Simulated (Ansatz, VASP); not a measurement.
# One calculation of NaF, two programs

Contents of INCAR:

```
PREC = Accurate ; ENCUT = 600
EDIFF = 1E-6 ; ISMEAR = 1
SIGMA = 0.5 ; LREAL = False
LASPH = True ; NELM = 120
ALGO = Normal ; ISIF = 2
LWAVE = False ; LCHARG = True
GGA = PE ; LELF = True
LVHAR = True ; NBANDS = 14
GGA_COMPAT = False
```

The input KPOINTS:

```
regular mesh
0
Gamma
  6 6 6
```

POSCAR

```
NaF
1.0
    0.0000000000      2.2972417931      2.2972417931
    2.2972417931      0.0000000000      2.2972417931
    2.2972417931      2.2972417931      0.0000000000
Na F
1 1
Direct
    0.0000000000      0.0000000000      0.0000000000
    0.5000000000      0.5000000000      0.5000000000
```

Input for Ansatz:

```yaml
crystal:
  lattice:
    - [0.0, 2.2972417931, 2.2972417931]
    - [2.2972417931, 0.0, 2.2972417931]
    - [2.2972417931, 2.2972417931, 0.0]
  atoms:
    - { symbol: Na, position: [0.0, 0.0, 0.0] }
    - { symbol: F, position: [0.5, 0.5, 0.5] }
kpoints:
  mp_grid: { grid: [6, 6, 6] }
hamiltonian:
  xc: pbe
scf:
  occupations: { method: cold, width: 0.5 }
  n_extra_bands: 4
output:
  forces: true
  stress: true
  eigenvalues: true
```

Alike in both runs: task single point; functional PBE; k mesh 6 × 6 × 6; no spin polarisation.

|  | VASP | Ansatz |
| --- | --- | --- |
| version | VASP 6.6.1 | Ansatz 0.2.0 |
| potentials or method | VASP PAW PBE potentials, release 64 (Na_pv, F) | plane waves |
| plane-wave cutoff (eV) | 600 | 420 |
| occupations | methfessel-paxton of order 1, width 0.5 eV | cold, width 0.5 eV |
| valence electrons in the cell | 14 | 16 |

|  | VASP | Ansatz | Ansatz less VASP |
| --- | --- | --- | --- |
| gap on the k mesh at the Fermi level (eV) | 6.45 | 6.46 | +0.003 |
| pressure (GPa) | 3.2 | 3.6 | +0.45 |

VASP's potentials hold 14 valence electrons a cell and Ansatz's 16, so a difference there can come from the potentials and not from the codes.
